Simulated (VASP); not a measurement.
The system is Cd.

```
Cd
1.0
     0.00000    3.07726    3.07726
     3.07726    0.00000    3.07726
     3.07726    3.07726    0.00000
Cd
2
Direct
  0.12500 0.12500 0.12500
  0.87500 0.87500 0.87500
```

This isn't the form of Cd at room conditions, which is hcp.

```yaml
Program: VASP 6.6.1
Task: relaxation of cell and atoms
Functional: r2SCAN
Potentials_or_basis: VASP PAW PBE potentials, release 64 (Cd)
Cutoff: 600 eV
k_mesh: 9 × 9 × 9
Occupations: fermi-dirac, width 0.1 eV
Spin: no spin polarisation
```

At the start: pressure 6.3 GPa; volume 29.14 Å³/atom.

Q: Where does the relaxation end?

A: Over 3 steps the energy falls by 90.9 meV/atom and the volume is 34.80 Å³/atom (+19.4 %); space group Fd-3m (No. 227, to 0.1 Å) before and after.

The path:
| step | energy change (eV) | largest force (eV/Å) | pressure (GPa) | volume (Å³) |
| --- | --- | --- | --- | --- |
| 1 | 0.0000 | 0.0000 | 6.34 | 58.28 |
| 2 | -0.1811 | 0.0000 | 0.29 | 68.56 |
| 3 | -0.1819 | 0.0000 | -0.04 | 69.60 |

Final structure:
```
Cd
1.0
     0.00000    3.26483    3.26483
     3.26483    0.00000    3.26483
     3.26483    3.26483    0.00000
Cd
2
Direct
  0.12500 0.12500 0.12500
  0.87500 0.87500 0.87500
```

Caveat: the volume moved by over 15 % at a fixed basis, so the end points are rough; the PAW data sets were made with another functional, which shifts forces and pressure a little.
